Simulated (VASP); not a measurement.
Set up this calculation in VASP 6.6.1, as the native input.

| Property | Result |
| --- | --- |
| Task | single point |
| Functional | PBE |
| Potentials or basis | VASP PAW PBE potentials, release 64 (Ga_d, N) |
| Cutoff | 520 eV |
| k mesh | 1 × 1 × 34 |
| Occupations | gaussian, width 0.05 eV |
| Spin | collinear spin, ferromagnetic start |
| Starting moments | [0.5, 0.5] μB |
| Dipole correction | no |
| Further INCAR settings | ALGO = Normal; EDIFF = 1e-06; NBANDS = 20 |

The structure of GaN lies in POSCAR:

```
GaN
1.0
   10.6000000000      0.0000000000      0.0000000000
    0.0000000000      9.3000000000      0.0000000000
    0.0000000000      0.0000000000      1.8789490877
Ga N
1 1
Direct
    0.4247483900      0.5000000000      0.0000000000
    0.5752516100      0.5000000000      0.5000000000
```

These files were run (other wordings do the same):

INCAR

```
PREC = Accurate
ENCUT = 520
EDIFF = 1E-6
ISMEAR = 0
SIGMA = 0.05
LREAL = F
LASPH = T
NELM = 200
ALGO = Normal
ISIF = 2
LWAVE = F
LCHARG = F
ISPIN = 2
MAGMOM = 0.5 0.5
LORBIT = 11
GGA = PE
NBANDS = 20
GGA_COMPAT = F
```

KPOINTS

```
Automatic mesh
0
Gamma
  1 1 34
```

Potentials or basis: VASP PAW PBE potentials, release 64 (Ga_d, N).

The run is started by

```bash
$ cat potpaw_PBE.64/Ga_d/POTCAR potpaw_PBE.64/N/POTCAR > POTCAR
$ mpirun -np 1 vasp_std > vasp.out
```

It gave:

* Largest force: 3.303 eV/Å
* Net moment: 0.18 μB per cell
* Site moments: Ga +0.01; N +0.10 μB
* Valence electrons inside the program's atomic spheres: Ga 12.57; N 3.54

Run time: 4.8 min on 1 thread of Intel Xeon 8259CL, with other jobs on the host, peak memory 0.38 GiB.
